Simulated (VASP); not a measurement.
Crystal: Si.

```
Si
1.0
    -1.62691    1.62691    1.32033
     1.62691   -1.62691    1.32033
     1.62691    1.62691   -1.32033
Si
1
Direct
  0.00000 0.00000 0.00000
```

```yaml
Program: VASP 6.6.1
Task: relaxation of cell and atoms
Functional: BLYP
Dispersion: D3(BJ)
Potentials_or_basis: VASP PAW PBE potentials, release 64 (Si)
Cutoff: 600 eV
k_mesh: 13 × 13 × 13
Occupations: fermi-dirac, width 0.05 eV
Spin: no spin polarisation
```

At the start: pressure 1.4 GPa; volume 13.98 Å³/atom.

Q: How do energy, volume and symmetry change on relaxing?

A: Over 8 steps the energy falls by 14.5 meV/atom and the volume is 14.21 Å³/atom (+1.6 %); space group I4/mmm (No. 139, to 0.1 Å) before and after.

Step by step:
```csv
step,energy change (eV),largest force (eV/Å),pressure (GPa),volume (Å³)
1,0.0000,0.0000,1.38,13.98
2,-0.0074,0.0000,-0.03,14.22
3,-0.0118,0.0000,-1.99,14.58
4,-0.0120,0.0000,-1.60,14.51
5,-0.0131,0.0000,-0.71,14.34
6,-0.0138,0.0000,-1.10,14.40
7,-0.0145,0.0000,0.15,14.18
8,-0.0145,0.0000,-0.02,14.21
```

Final structure:
```
CELL_PARAMETERS angstrom
-1.66482 1.66482 1.28142
1.66482 -1.66482 1.28142
1.66482 1.66482 -1.28142
ATOMIC_POSITIONS crystal
Si 0.00000 0.00000 0.00000
```

Caveat: the PAW data sets were made with another functional, which shifts forces and pressure a little.
